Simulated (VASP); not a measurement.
**CuSn3: single point with PBEsol**

Crystal: CuSn3.

```xyz
4
Lattice="-2.3091 2.3091 4.2260 2.3091 -2.3091 4.2260 2.3091 2.3091 -4.2260" Properties=species:S:1:pos:R:3 pbc="T T T"
Cu    0.0000    0.0000    0.0000
Sn    0.0000    2.3091    2.1130
Sn    2.3091    0.0000    2.1130
Sn    0.0000    0.0000    3.7010
```

This cell differs from its parent crystal: atom 4 (Sn) moved +0.525 Å towards its neighbour atom 1 (Cu) at 4.226 Å.

```json
{
 "Program": "VASP 6.6.1",
 "Task": "single point",
 "Functional": "PBEsol",
 "Potentials or basis": "VASP PAW PBE potentials, release 64 (Cu, Sn_d)",
 "Cutoff": "520 eV",
 "k mesh": "14 × 14 × 14",
 "Occupations": "gaussian, width 0.15 eV",
 "Spin": "no spin polarisation",
 "Dipole correction": "no",
 "Further INCAR settings": "ALGO = Fast; EDIFF = 1e-06; NBANDS = 34"
}
```

```json
{
 "Pressure": "4.5 GPa",
 "Largest force": "3.128 eV/Å"
}
```

Forces in eV/Å, atoms in the order of the input:
```
Cu   0.000  0.000 -0.016
Sn   0.000  0.000 -1.556
Sn   0.000  0.000 -1.556
Sn   0.000  0.000  3.128
```

Stress tensor (GPa, compression positive):
```
5.71 0.00 0.00
0.00 5.71 0.00
0.00 0.00 2.14
```

Levels at points of the mesh, in eV from the Fermi level:
```csv
k point,band 23,band 24,band 25,band 26,band 27,band 28,band 29,band 30
"(0.00, 0.00, 0.00)",-2.60,-1.79,-1.66,-1.66,-0.05,0.25,0.25,0.70
"(0.50, 0.00, 0.00)",-2.57,-2.07,-1.50,-1.33,-0.25,-0.19,2.16,3.74
"(0.50, 0.50, 0.00)",-2.56,-2.52,-2.27,-2.26,0.94,1.86,2.70,3.06
"(0.50, 0.50, 0.50)",-2.67,-2.59,-2.17,-1.85,3.20,3.59,3.59,3.65
```

Wall time 22 min on 1 thread of Oxide Virtual Turin-like Processor, on a shared host, peak memory 0.68 GiB.

Caveat: the cell differs from its parent crystal (atom 4 (Sn) moved +0.525 Å towards its neighbour atom 1 (Cu) at 4.226 Å); the PAW data sets were made with another functional, which shifts forces and pressure a little; spin-orbit coupling is left out, which moves the levels of the heavy elements.
